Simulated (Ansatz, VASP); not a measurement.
**B4N3: VASP beside Ansatz**

```
B N
1.0
     4.61661    0.00000    0.00000
    -2.30830    3.99810    0.00000
     0.00000    0.00000    3.09511
B N
4 3
Cartesian
  1.7122 0.0000 1.5476
  -0.8561 1.4828 1.5476
  1.4522 2.5153 1.5476
  0.0000 0.0000 1.5476
  0.0000 2.6654 1.5476
  2.3083 1.3327 1.5476
  0.0000 0.0000 0.0000
```

Alike in both runs: functional PBE; k mesh 5 × 5 × 3; occupations gaussian, width 0.2 eV; no spin polarisation.

Ansatz relaxed the structure, and its values are those at the end. VASP's run is a single point on that final structure, the one shown.

```csv
,VASP,Ansatz
version,VASP 6.6.1,Ansatz 0.2.0
potentials or method,"VASP PAW PBE potentials, release 64 (B, N), cutoff 600 eV","scalar-relativistic, plane waves, PAW"
valence electrons in the cell,27,27
```

|  | VASP | Ansatz | Ansatz less VASP |
| --- | --- | --- | --- |
| gap on the k mesh at the Fermi level (eV) | none | none | - |
| pressure (GPa) | 0.0 | 0.2 | +0.19 |

A gap of «none» marks a metal or a gap that the smearing closes.

The k mesh is coarse, so the values compare programs but aren't converged.
